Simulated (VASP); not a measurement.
# Zn (P6_3/mmc) in VASP: a series of runs, part 2 of 2

VASP 6.6.1. The steps go on from the part before.

**3. Relaxation of cell and atoms, PBEsol**

This run uses another cell than the first one, of 15.33 Å³/atom.

File INCAR:

```
SYSTEM = Zn
PREC = Accurate
ENCUT = 600
EDIFF = 1E-7
ISMEAR = -1
SIGMA = 0.05
LREAL = .False.
LASPH = .True.
NELM = 100
ALGO = Normal
ISIF = 3
LWAVE = .False.
LCHARG = .False.
GGA = PS
IBRION = 2
NSW = 80
EDIFFG = -0.01
```

File KPOINTS:

```
Automatic mesh
0
Gamma
  19 19 9
  0 0 0
```

File POSCAR:

```
Zn
1.0
    2.6700000000      0.0000000000      0.0000000000
   -1.3350000000      2.3122878281      0.0000000000
    0.0000000000      0.0000000000      4.9660000000
Zn
2
Direct
    0.3333333333      0.6666666667      0.2500000000
    0.6666666667      0.3333333333      0.7500000000
```

Potentials or basis: VASP PAW PBE potentials, release 64 (Zn).

Launch:

```
> cat potpaw_PBE.64/Zn/POTCAR > POTCAR
> mpirun -np 1 vasp_std > vasp.out
```

OUTCAR:

```text
SYSTEM = Zn
   PREC = Accurate
   ENCUT = 600
   EDIFF = 1E-7
   ISMEAR = -1
   LREAL = .False.
   LASPH = .True.
   NELM = 100
   ISIF = 3
   GGA = PS
   IBRION = 2
   NSW = 80
   EDIFFG = -0.01

 ion  position               nearest neighbor table
   1  0.333  0.667  0.250-   2 2.92   2 2.92   2 2.92   2 2.92   2 2.92   2 2.92
   2  0.667  0.333  0.750-   1 2.92   1 2.92   1 2.92   1 2.92   1 2.92   1 2.92

  LATTYP: Found a hexagonal cell.
 ALAT       =     2.6700000000
 C/A-ratio  =     1.8599250936

  Lattice vectors:

 A1 = (   2.6700000000,   0.0000000000,   0.0000000000)
 A2 = (  -1.3350000000,   2.3122878281,   0.0000000000)
 A3 = (   0.0000000000,   0.0000000000,   4.9660000000)

Analysis of symmetry for initial positions (statically):
=====================================================================
 Subroutine PRICEL returns:
 Original cell was already a primitive cell.

 Routine SETGRP: Setting up the symmetry group for a
 hexagonal supercell.

 Subroutine GETGRP returns: Found 24 space group operations
 (whereof 12 operations were pure point group operations)
 out of a pool of 24 trial point group operations.

The static configuration has the point symmetry D_3d.
 The point group associated with its full space group is D_6h.

Analysis of symmetry for dynamics (positions and initial velocities):
[... 268 lines left out ...]

--------------------------------------- Ionic step        8  -------------------------------------------

 number of electron      24.0000006 magnetization

------------------------ aborting loop because EDIFF is reached ----------------------------------------
[... 67 lines left out ...]
--------------------------------------- Ionic step       10  -------------------------------------------

 number of electron      24.0000006 magnetization

 Free energy of the ion-electron system (eV)
  ---------------------------------------------------
  ext. energy  EPLUGINS =         0.00000000
  ---------------------------------------------------
  free energy    TOTEN  =        -3.17424658 eV

  energy without entropy =       -3.17048454  energy(sigma->0) =       -3.17236556

 E-fermi :   3.5570     XC(G=0): -12.0923

 val. band max:        3.5506293244   @ k =   0.2105   0.0526   0.1111
 cond. band min:       3.5601510689   @ k =   0.2105   0.1579   0.0000
 fundamental gap:      0.0095217444
 Fermi energy:         3.5570070875

 k-point     1 :       0.0000    0.0000    0.0000
  band No.  band energies     occupation
      1      -7.5336      2.00000
      2      -5.4115      2.00000
      3      -4.5938      2.00000
      4      -4.3658      2.00000
      5      -4.3658      2.00000
      6      -4.3004      2.00000
[... 433 lines left out ...]
      3      -4.8226      2.00000
      4      -4.3359      2.00000
      5      -4.2992      2.00000
      6      -4.1920      2.00000
[... 8 lines left out ...]
     15      11.5953      0.00000
     16      12.0449      0.00000

 [... further k-points ...]

------------------------ aborting loop because EDIFF is reached ----------------------------------------

  FORCE on cell =-STRESS in cart. coord.  units (eV):
  Direction    XX          YY          ZZ          XY          YZ          ZX
  --------------------------------------------------------------------------------------
  -------------------------------------------------------------------------------------
  Total        0.0010513      0.0010513     -0.0009155      0.0000000      0.0000000      0.0000000
  in kB        0.0595448      0.0595448     -0.0518530      0.0000000      0.0000000      0.0000000
  external PRESSURE =       0.0224122 kB  Pullay stress =       0.0000000 kB
[... 17 lines left out ...]
  FREE ENERGIE OF THE ION-ELECTRON SYSTEM (eV)
  ---------------------------------------------------
  free  energy   TOTEN  =        -3.1742465803 eV

  energy  without entropy=       -3.1704845394  energy(sigma->0) =       -3.17236556

 reached required accuracy - stopping structural energy minimisation
```

OSZICAR:

```text
N       E                     dE             d eps       ncg     rms          rms(c)
DAV:   1     0.101293781522E+03    0.10129E+03   -0.13906E+04  6488   0.258E+03
DAV:   2    -0.560337922864E+00   -0.10185E+03   -0.10047E+03  6552   0.316E+02
DAV:   3    -0.340957148297E+01   -0.28492E+01   -0.28439E+01  8032   0.646E+01
[... 90 lines left out ...]
DAV:   3    -0.317429505383E+01    0.11026E-03   -0.78316E-05  8272   0.153E-01    0.463E-02
DAV:   4    -0.317424681771E+01    0.48236E-04   -0.11670E-05  9152   0.679E-02    0.253E-03
DAV:   5    -0.317424677919E+01    0.38519E-07   -0.16888E-06  7016   0.143E-02    0.101E-03
DAV:   6    -0.317424659733E+01    0.18186E-06   -0.25210E-08  3672   0.166E-03    0.163E-04
DAV:   7    -0.317424658028E+01    0.17050E-07   -0.62596E-09  3296   0.104E-03
  10 F= -.31742466E+01 E0= -.31723656E+01  d E =-.133612E-04
```

CONTCAR:

```text
Zn
   1.00000000000000
     2.6221373560358598   -0.0000000000000000    0.0000000000000000
    -1.3110686780179299    2.2708375625350103   -0.0000000000000000
     0.0000000000000000   -0.0000000000000000    4.7506465306786545
  Zn
     2
Direct
     0.3333333332999970    0.6666666667000030    0.2500000000000000
     0.6666666667000030    0.3333333332999970    0.7500000000000000

  0.00000000E+00  0.00000000E+00  0.00000000E+00
  0.00000000E+00  0.00000000E+00  0.00000000E+00
```

It took 6.7 min on 1 thread of AMD EPYC 9R45 (Zen 5), shared host; peak memory 0.21 GiB.

Results:

| Property | Result |
| --- | --- |
| Free energy | -3.1742 eV |
| Relaxed volume | 14.14 Å³/atom |
| Relaxed cell | a = 2.622 Å, b = 2.622 Å, c = 4.751 Å, α = 90.00°, β = 90.00°, γ = 120.00° |
| Space group after relaxing (to 0.1 Å) | P6_3/mmc (No. 194) |
| Energy gained by relaxing | 21.3 meV/atom |
| Ionic steps | 10 |
| Pressure after relaxing | 0.0 GPa |
| Band gap on the k mesh | zero (bands 12 and 13 overlap by 4.44 eV) |

The path:
```tsv
step	energy change (eV)	largest force (eV/Å)	pressure (GPa)	volume (Å³)
1	0.0000	0.0000	-5.55	30.66
2	-0.0383	0.0000	0.72	28.36
3	-0.0390	0.0000	-0.09	28.60
4	-0.0403	0.0000	-0.07	28.52
5	-0.0413	0.0000	-0.04	28.44
6	-0.0426	0.0000	0.09	28.28
7	-0.0426	0.0000	0.14	28.24
8	-0.0426	0.0000	0.14	28.26
9	-0.0426	0.0000	-0.17	28.34
10	-0.0426	0.0000	0.00	28.29
```

Final structure:
```yaml
crystal:
  lattice:
    - [2.62214, 0.00000, 0.00000]
    - [-1.31107, 2.27084, 0.00000]
    - [0.00000, 0.00000, 4.75065]
  atoms:
    - { symbol: Zn, position: [0.33333, 0.66667, 0.25000] }
    - { symbol: Zn, position: [0.66667, 0.33333, 0.75000] }
```

Caveat: the PAW data sets were made with another functional, which shifts forces and pressure a little.

The gap in the log of VASP goes by the Fermi energy; the results here count the filled bands.